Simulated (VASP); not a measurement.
Wanted: the native input for a VASP 6.6.1 run.

```
Task                   : single point
Functional             : r2SCAN
Potentials or basis    : VASP PAW PBE potentials, release 64 (Sn_d)
Cutoff                 : 520 eV
k mesh                 : 10 × 10 × 10
Occupations            : fermi-dirac, width 0.05 eV
Spin                   : no spin polarisation
Dipole correction      : no
Further INCAR settings : ALGO = Normal; EDIFF = 1e-07; NBANDS = 13
```

The system is Sn.

```
CELL_PARAMETERS angstrom
-1.91958 1.91958 1.91958
1.91958 -1.91958 1.91958
1.91958 1.91958 -1.91958
ATOMIC_POSITIONS crystal
Sn 0.00000 0.00000 0.00000
```

These files were run (other wordings do the same):

POSCAR

```
Sn
1.0
   -1.9195843076      1.9195843076      1.9195843076
    1.9195843076     -1.9195843076      1.9195843076
    1.9195843076      1.9195843076     -1.9195843076
Sn
1
Direct
    0.0000000000      0.0000000000      0.0000000000
```

INCAR.step1

```
SYSTEM = Sn
PREC = Accurate
ENCUT = 520
ISMEAR = -1
SIGMA = 0.05
LREAL = .False.
LASPH = .True.
NELM = 60
NBANDS = 13
GGA = PE
ALGO = Normal
EDIFF = 1E-4
LWAVE = .True.
LCHARG = .False.
```

INCAR.step2

```
SYSTEM = Sn
PREC = Accurate
ENCUT = 520
EDIFF = 1E-7
ISMEAR = -1
SIGMA = 0.05
LREAL = .False.
LASPH = .True.
NELM = 60
ALGO = Normal
ISIF = 2
LWAVE = .False.
LCHARG = .False.
METAGGA = R2SCAN
LMIXTAU = .True.
NBANDS = 13
ISTART = 1
```

KPOINTS

```
Automatic mesh
0
Gamma
  10 10 10
  0 0 0
```

Potentials or basis: VASP PAW PBE potentials, release 64 (Sn_d).

Run with:

```bash
$ cat potpaw_PBE.64/Sn_d/POTCAR > POTCAR
$ cp INCAR.step1 INCAR
$ mpirun -np 1 vasp_std > vasp.out
$ cp INCAR.step2 INCAR
$ mpirun -np 1 vasp_std > vasp.out
```

Results of the run:

- Pressure: -2.4 GPa
- Band gap on the k mesh: zero (band 7 reaches 15.59 eV, above the bottom of band 8 at 5.27 eV)

Caveat: the PAW data sets were made with another functional, which shifts forces and pressure a little; spin-orbit coupling is left out, which moves the levels of the heavy elements.

Wall time 51 s on 1 thread of Intel(R) Xeon(R) Platinum 8375C CPU @ 2.90GHz (Ice Lake), on a shared host, peak memory 0.16 GiB.
